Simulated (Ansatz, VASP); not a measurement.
RbCd: VASP beside Ansatz

```xyz
2
Lattice="4.4588 0.0000 0.0000 0.0000 4.4588 0.0000 0.0000 0.0000 4.4588" Properties=species:S:1:pos:R:3 pbc="T T T"
Rb    2.2294    2.2294    2.2294
Cd    0.0000    0.0000    0.0000
```

Alike in both runs: task single point; functional PBE; k mesh 12 × 12 × 12; occupations gaussian, width 0.1 eV; no spin polarisation.

```csv
,VASP,Ansatz
version,VASP 6.6.1,Ansatz 0.2.0
potentials or method,"VASP PAW PBE potentials, release 64 (Rb_sv, Cd), cutoff 500 eV","scalar-relativistic, plane waves, PAW"
valence electrons in the cell,21,29
```

|  | VASP | Ansatz | Ansatz less VASP |
| --- | --- | --- | --- |
| gap on the k mesh at the Fermi level (eV) | none | none | - |
| pressure (GPa) | 0.5 | 0.5 | -0.01 |

A gap of «none» marks a metal or a gap that the smearing closes. VASP's potentials hold 21 valence electrons a cell and Ansatz's 29, so a difference there can come from the potentials and not from the codes.
